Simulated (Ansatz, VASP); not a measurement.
# Two plane-wave programs on KF

POSCAR

```
KF
1.0
    0.0000000000      2.6589566634      2.6589566634
    2.6589566634      0.0000000000      2.6589566634
    2.6589566634      2.6589566634      0.0000000000
K F
1 1
Direct
    0.0000000000      0.0000000000      0.0000000000
    0.5000000000      0.5000000000      0.5000000000
```

The input INCAR.step1:

```
  PREC = Accurate
  ENCUT = 520
  EDIFF = 1E-5
  ISMEAR = 0
  SIGMA = 0.01
  LREAL = False
  LASPH = True
  NELM = 80
  ALGO = Normal
  ISIF = 2
  LWAVE = True
  LCHARG = False
  NBANDS = 15
  GGA = PE
```

File INCAR.step2:

```
  PREC = Accurate
  ENCUT = 520
  EDIFF = 1E-7
  ISMEAR = 0
  SIGMA = 0.01
  LREAL = False
  LASPH = True
  NELM = 80
  ALGO = Normal
  ISIF = 2
  LWAVE = False
  LCHARG = False
  GGA = PE
  LHFCALC = True
  AEXX = 0.25
  PRECFOCK = Normal
  NBANDS = 15
  ISTART = 1
```

KPOINTS

```
regular mesh
0
Gamma
  4 4 4
```

Input for Ansatz:

```yaml
crystal:
  lattice:
    - [0.0, 2.6589566634, 2.6589566634]
    - [2.6589566634, 0.0, 2.6589566634]
    - [2.6589566634, 2.6589566634, 0.0]
  atoms:
    - { symbol: K, position: [0.0, 0.0, 0.0] }
    - { symbol: F, position: [0.5, 0.5, 0.5] }
kpoints:
  mp_grid: { grid: [4, 4, 4] }
hamiltonian:
  xc: pbe0
scf:
  occupations: { method: fixed }
  n_extra_bands: 4
output:
  forces: true
  stress: true
  eigenvalues: true
```

Alike in both runs: task single point; functional PBE0; k mesh 4 × 4 × 4; no spin polarisation.

|  | VASP | Ansatz |
| --- | --- | --- |
| version | VASP 6.6.1 | Ansatz 0.2.0 |
| potentials or method | VASP PAW PBE potentials, release 64 (K_sv, F) | plane waves |
| plane-wave cutoff (eV) | 520 | 420 |
| occupations | gaussian, width 0.01 eV | fixed |
| valence electrons in the cell | 16 | 16 |

VASP gave:

| Quantity | Value |
| --- | --- |
| gap on the k mesh at the Fermi level (eV) | 9.03 |
| pressure (GPa) | 1.0 |

**Question.** Estimate Ansatz's values.

**Answer.** gap on the k mesh at the Fermi level (eV): 9.04; pressure (GPa): 0.9.

Ansatz's warnings: stress exchange threshold loose, stress scf threshold loose.

The k mesh is coarse, so the values compare programs but aren't converged.
